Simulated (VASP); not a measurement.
Set up this calculation in VASP 6.6.1, as the native input.

```
Task                   : single point
Functional             : PBE
Potentials or basis    : VASP PAW PBE potentials, release 64 (P, N, Mg)
Cutoff                 : 600 eV
k mesh                 : 4 × 4 × 4
Occupations            : gaussian, width 0.05 eV
Spin                   : no spin polarisation
Dipole correction      : no
Further INCAR settings : ALGO = Normal; EDIFF = 1e-06; NBANDS = 16
```

The structure of Mg3PN lies in POSCAR:

```
Mg3PN
1.0
    4.2947532813      0.0000000000      0.0000000000
    0.0000000000      4.2947532813      0.0000000000
    0.0000000000      0.0000000000      4.2947532813
P N Mg
1 1 3
Direct
    0.0000000000      0.0000000000      0.0000000000
    0.5000000000      0.5000000000      0.5000000000
    0.5000000000      0.5000000000      0.0000000000
    0.5000000000      0.0000000000      0.5000000000
    0.0000000000      0.5000000000      0.5000000000
```

These files were run (other wordings do the same):

INCAR

```
SYSTEM = Mg3PN
ALGO = Normal
EDIFF = 1E-6
ENCUT = 600
GGA = PE
GGA_COMPAT = .False.
ISIF = 2
ISMEAR = 0
LASPH = .True.
LCHARG = .True.
LELF = .True.
LREAL = .False.
LVHAR = .True.
LWAVE = .False.
NBANDS = 16
NELM = 120
PREC = Accurate
SIGMA = 0.05
```

KPOINTS

```
k-points
0
Gamma
  4 4 4
  0 0 0
```

Potentials or basis: VASP PAW PBE potentials, release 64 (P, N, Mg).

Launch:

```console
$ cat potpaw_PBE.64/P/POTCAR potpaw_PBE.64/N/POTCAR potpaw_PBE.64/Mg/POTCAR > POTCAR
$ mpirun -np 1 vasp_std > vasp.out
```

It gave:

```yaml
Pressure: -6.5 GPa
Band_gap_on_the_k_mesh: 1.26 eV
```

Caveat: the cell stands under tension.

It took 12 s on 1 thread of Intel(R) Xeon(R) Platinum 8559C (Emerald Rapids), on a shared host, peak memory 0.21 GiB.
